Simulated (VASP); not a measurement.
# BAs (F-43m) in VASP: G0W0 quasiparticle levels with PBE

Aim: the G0W0 quasiparticle levels of BAs with PBE.

Everything below comes from runs of VASP 6.6.1. Logs are shortened: lines on timing, memory, paths and dates and some standing lists are left out, and cuts for length are marked.

**1. The cell of the first run**

The structure is cubic, space group F-43m (No. 216). Conventional cell: a = 4.784 Å, b = 4.784 Å, c = 4.784 Å, α = 90.00°, β = 90.00°, γ = 90.00°. B (site symmetry -43m) has 4 As at 2.07 Å within 2.7 Å. As (site symmetry -43m) has 4 B at 2.07 Å within 2.7 Å.

**2. G0W0 quasiparticle levels, PBE**

POSCAR reads:

```
BAs
1.0
    0.0000000000      2.3918674372      2.3918674372
    2.3918674372      0.0000000000      2.3918674372
    2.3918674372      2.3918674372      0.0000000000
B As
1 1
Direct
    0.2500000000      0.2500000000      0.2500000000
    0.0000000000      0.0000000000      0.0000000000
```

INCAR.step1 reads:

```
SYSTEM = BAs
ALGO     = Normal         ! electronic algorithm
EDIFF    = 1E-8           ! SCF threshold, eV
ENCUT    = 500            ! plane-wave cutoff, eV
GGA      = PE             ! functional
ISMEAR   = 0              ! smearing method
LASPH    = .TRUE.         ! aspherical terms in the spheres
LCHARG   = .FALSE.        ! write CHGCAR
LREAL    = .FALSE.        ! projectors in reciprocal space
LWAVE    = .TRUE.         ! write WAVECAR
NELM     = 80             ! most SCF steps
PREC     = Accurate       ! precision mode
SIGMA    = 0.01           ! smearing width, eV
```

INCAR.step2 reads:

```
SYSTEM = BAs
ALGO     = Exact          ! electronic algorithm
EDIFF    = 1E-8           ! SCF threshold, eV
ENCUT    = 500            ! plane-wave cutoff, eV
GGA      = PE             ! functional
ISMEAR   = 0              ! smearing method
ISTART   = 1            
LASPH    = .TRUE.         ! aspherical terms in the spheres
LCHARG   = .FALSE.        ! write CHGCAR
LOPTICS  = .TRUE.         ! frequency-dependent dielectric function
LREAL    = .FALSE.        ! projectors in reciprocal space
LWAVE    = .TRUE.         ! write WAVECAR
NBANDS   = 48             ! bands
NELM     = 1              ! most SCF steps
PREC     = Accurate       ! precision mode
SIGMA    = 0.01           ! smearing width, eV
```

INCAR.step3 reads:

```
SYSTEM = BAs
ALGO     = EVGW0          ! electronic algorithm
EDIFF    = 1E-8           ! SCF threshold, eV
ENCUT    = 500            ! plane-wave cutoff, eV
ENCUTGW  = 80.0           ! cutoff of the response function
GGA      = PE             ! functional
ISMEAR   = 0              ! smearing method
ISTART   = 1            
LASPH    = .TRUE.         ! aspherical terms in the spheres
LCHARG   = .FALSE.        ! write CHGCAR
LREAL    = .FALSE.        ! projectors in reciprocal space
LWAVE    = .FALSE.        ! write WAVECAR
NBANDS   = 48             ! bands
NBANDSGW = 12           
NELMGW   = 1            
NOMEGA   = 96             ! frequency points
OMEGAMAX = 20           
PREC     = Accurate       ! precision mode
PRECFOCK = Fast         
SIGMA    = 0.01           ! smearing width, eV
```

KPOINTS reads:

```
k-points
0
G
  10 10 10
  0 0 0
```

Potentials or basis: VASP PAW PBE potentials, release 64 (B_GW, As_GW).

On the command line:

```
$ cat potpaw_PBE.64/B_GW/POTCAR potpaw_PBE.64/As_GW/POTCAR > POTCAR
$ cp INCAR.step1 INCAR
$ mpirun -np 1 vasp_std > vasp.out
$ cp INCAR.step2 INCAR
$ mpirun -np 1 vasp_std > vasp.out
$ cp INCAR.step3 INCAR
$ mpirun -np 1 vasp_std > vasp.out
```

OUTCAR:

```text
SYSTEM = BAs
   EDIFF = 1E-8
   ENCUT = 500
   ENCUTGW = 80.0
   GGA = PE
   ISMEAR = 0
   ISTART = 1
   LASPH = .TRUE.
   LREAL = .FALSE.
   NELMGW = 1
   PREC = Accurate
   PRECFOCK = Fast

 ion  position               nearest neighbor table
   1  0.250  0.250  0.250-   2 2.07   2 2.07   2 2.07   2 2.07
   2  0.000  0.000  0.000-   1 2.07   1 2.07   1 2.07   1 2.07

  LATTYP: Found a face centered cubic cell.
 ALAT       =     4.7837348744

  Lattice vectors:

 A1 = (   0.0000000000,   2.3918674372,   2.3918674372)
 A2 = (   2.3918674372,   0.0000000000,   2.3918674372)
 A3 = (   2.3918674372,   2.3918674372,   0.0000000000)

Analysis of symmetry for initial positions (statically):
=====================================================================
 Subroutine PRICEL returns:
 Original cell was already a primitive cell.

 Routine SETGRP: Setting up the symmetry group for a
 face centered cubic supercell.

 Subroutine GETGRP returns: Found 24 space group operations
 (whereof 24 operations were pure point group operations)
 out of a pool of 48 trial point group operations.

The static configuration has the point symmetry T_d .

Analysis of symmetry for dynamics (positions and initial velocities):
=====================================================================
 Subroutine PRICEL returns:
 Original cell was already a primitive cell.

 Routine SETGRP: Setting up the symmetry group for a
 face centered cubic supercell.

 Subroutine GETGRP returns: Found 24 space group operations
 (whereof 24 operations were pure point group operations)
 out of a pool of 48 trial point group operations.

The dynamic configuration has the point symmetry T_d .

 Subroutine INISYM returns: Found 24 space group operations
 (whereof 24 operations are pure point group operations),
 and found     1 'primitive' translations

----------------------------------------------------------------------------------------

[... 91 lines left out ...]
   NELM   =     60;   NELMIN=  2; NELMDL=  0     # of ELM steps
   EDIFF  = 0.1E-07   stopping-criterion for ELM
   LREAL  =      F    real-space projection
   EDIFFG = 0.1E-06   stopping-criterion for IOM
   NSW    =      0    number of steps for IOM
   IBRION =     -1    ionic relax: 0-MD 1-quasi-New 2-CG
   NFREE  =      0    steps in history (QN), initial steepest desc. (CG)
   ISIF   =      0    stress and relaxation
   ISYM   =      3    0-nonsym 1-usesym 2-fastsym
   POTIM  = 0.5000    time-step for ionic-motion
   TEBEG  =    0.0;   TEEND  =   0.0 temperature during run
   PSTRESS=    0.0 pullay stress
   NELECT =       8.0000    total number of electrons
   NUPDOWN=      -1.0000    fix difference up-down
   EMIN   =  10.00;   EMAX   =-10.00  energy-range for DOS
   EFERMI =   0.00;   METHOD = LEGACY
   ISMEAR =     0;   SIGMA  =   0.01  broadening in eV -4-tet -1-fermi 0-gaus
   EFERMI_NEDOS =   21; number of points for ismear=-14 and -15
   IALGO  =     38    algorithm
   IMIX   =      4    mixing-type and parameters
     AMIX     =   0.40;   BMIX     =  1.00
     AMIX_MAG =   1.60;   BMIX_MAG =  1.00
  volume/ion in A,a.u.               =      13.68        92.34
  Fermi-wavevector in a.u.,A,eV,Ry     =   1.086487  2.053162 16.061041  1.180453
  Thomas-Fermi vector in A             =   2.222624
   LORBIT       =      0    0 simple, 1 ext, 2 COOP (PROOUT), +10 PAW based schemes
   GGA     = PE    functional components
   LHFCALC =     T    Hartree Fock is set to
   PRECFOCK=fast      Normal, Fast or Accurate (Low or Medium for compatibility)
   ENCUT4O =  -1.0   cutoff for four orbital integrals eV
   NKREDX  =     1    reduce k-point grid by
   NKREDY  =     1    reduce k-point grid by
   NKREDZ  =     1    reduce k-point grid by
   AEXX    =    1.0000 exact exchange contribution
   HFSCREEN=    0.0000 screening length (either q_TF or 0.3 A-1)
   HFSCREENC=   0.0000 screening length for correlation (either q_TF or 0.3 A-1)
   ENCUTFOCK=  -1.0 apply spherical cutoff to Coloumb kernel
   IVDW    =     0    specifies the selected vdW correction
   LEPSILON=     F    determine dielectric tensor
   LRPA    =     F    only Hartree local field effects (RPA)
   LRPAFORCE           =     F    calculate RPA forces
   ENCUTGW             =  80.0    cutoff for response function in eV
   ENCUTGWSOFT         =  64.0    soft cutoff for Coulomb kernel in GW response function in eV
   ENCUTLF             =  -1.0    cutoff for local field effects
   NELMGW              =     1    number of iterations in solving QP/BSE equation
   NELMHF              =     1    number of iterations in the inner HF iteration
   NKREDLFX            =     1    NKREDLFY  =   1   NKREDLFZ  =   1
 non-spin polarized calculation
 Gauss-broadening in eV      SIGMA  =   0.01
  energy-cutoff  :      500.00
  volume of cell :       27.37
 maximum number of plane-waves:       725
 NGX is ok and might be reduce to    28
  NGX = 16; NGY = 16; NGZ = 16
   NGX = 13   NGY = 13   NGZ = 13
 maximum number of plane-waves:        59
 NGX is ok and might be reduce to    14

 QP shifts <psi_nk| G(iteration)W_0 |psi_nk>: iteration 1
 for sc-GW calculations column KS-energies equals QP-energies in previous step
 and V_xc(KS)=  KS-energies - (<T + V_ion + V_H > + <T+V_H+V_ion>^1  + <V_x>^1)

 k-point   1 :       0.0000    0.0000    0.0000
  band No.  KS-energies  QP-energies   sigma(KS)   V_xc(KS)     V^pw_x(r,r')   Z            occupation Imag(sigma)

      1      -9.2489      -9.7397     -12.3543     -11.6461     -19.5849       0.6931       2.0000       1.1579
      2       6.1168       5.9555     -12.7785     -12.5753     -13.8459       0.7937       2.0000       0.0249
      3       6.1168       5.9555     -12.7785     -12.5753     -13.8459       0.7937       2.0000       0.0249
      4       6.1168       5.9555     -12.7785     -12.5753     -13.8459       0.7937       2.0000       0.0249
      5       9.3875       9.9398     -10.6768     -11.3761      -6.8281       0.7897       0.0000      -0.0502
      6       9.3875       9.9398     -10.6768     -11.3761      -6.8281       0.7897       0.0000      -0.0502
      7       9.3875       9.9398     -10.6768     -11.3761      -6.8281       0.7897       0.0000      -0.0502
      8      10.7231      11.6140     -11.4461     -12.6107      -6.7663       0.7650       0.0000      -0.0710
      9      15.6657      15.8409      -8.7077      -8.9321      -3.1241       0.7806       0.0000      -0.2254
     10      19.0523      19.3431     -10.0217     -10.3952      -4.3897       0.7787       0.0000      -0.3206
     11      19.0523      19.3431     -10.0217     -10.3952      -4.3897       0.7787       0.0000      -0.3206
     12      20.4677      20.6279      -8.8238      -9.0299      -2.5284       0.7772       0.0000      -0.4511
[... 356 lines left out ...]
      1      -6.6151      -6.9983     -12.4602     -11.9277     -18.7487       0.7195       2.0000       0.8317
      2      -0.3310      -0.7288     -12.7246     -12.1807     -16.5750       0.7314       2.0000       0.1691
      3       2.1581       1.7560     -12.1823     -11.6558     -14.6071       0.7637       2.0000       0.0612
      4       2.6460       2.2745     -12.3706     -11.8873     -14.6791       0.7686       2.0000       0.0538
      5       7.8135       8.1259     -10.0560     -10.4471      -6.3147       0.7989       0.0000      -0.0458
      6       9.5087       9.8373      -9.7587     -10.1734      -5.4376       0.7922       0.0000      -0.0583
      7      14.9169      15.5738     -11.0276     -11.9051      -5.2253       0.7485       0.0000      -0.2169
      8      15.1542      15.8169     -11.0437     -11.9308      -5.1401       0.7472       0.0000      -0.2331
      9      18.1274      18.7619     -10.8271     -11.6799      -4.1473       0.7440       0.0000      -0.4276
     10      21.8593      22.3892     -10.1462     -10.8491      -3.4761       0.7539       0.0000      -0.6651
     11      21.9614      22.2809     -10.1087     -10.5251      -3.7105       0.7672       0.0000      -0.5989
     12      24.8404      25.0253      -9.0958      -9.3394      -2.4483       0.7592       0.0000      -0.7430

 [... further k-points ...]
```

OUTCAR.step1:

```text
SYSTEM = BAs
   EDIFF = 1E-8
   ENCUT = 500
   GGA = PE
   ISMEAR = 0
   LASPH = .TRUE.
   LREAL = .FALSE.
[... 485 lines left out ...]
      1.19593      1.19593      1.19593        -0.000000      0.000000      0.000000
      0.00000      0.00000      0.00000         0.000000     -0.000000     -0.000000
 -----------------------------------------------------------------------------------
    total drift:                                0.000000      0.000000      0.000000

  FREE ENERGIE OF THE ION-ELECTRON SYSTEM (eV)
  ---------------------------------------------------
  free  energy   TOTEN  =       -11.4167458656 eV

  energy  without entropy=      -11.4167458656  energy(sigma->0) =      -11.41674587
```

Wall time 14 min (1 thread of Intel Xeon 6975P-C (Granite Rapids), shared host); peak memory 1.3 GiB.

Results:

```yaml
Quasiparticle_gap: 1.60 eV
Least_direct_quasiparticle_gap: 3.98 eV
Band_gap_of_the_starting_levels_on_the_mesh: 1.18 eV
Least_direct_gap_of_the_starting_levels_on_the_mesh: 3.27 eV
```

Caveat: bands, screening cutoff and mesh are small and nothing is extrapolated, so the quasiparticle values aren't converged.
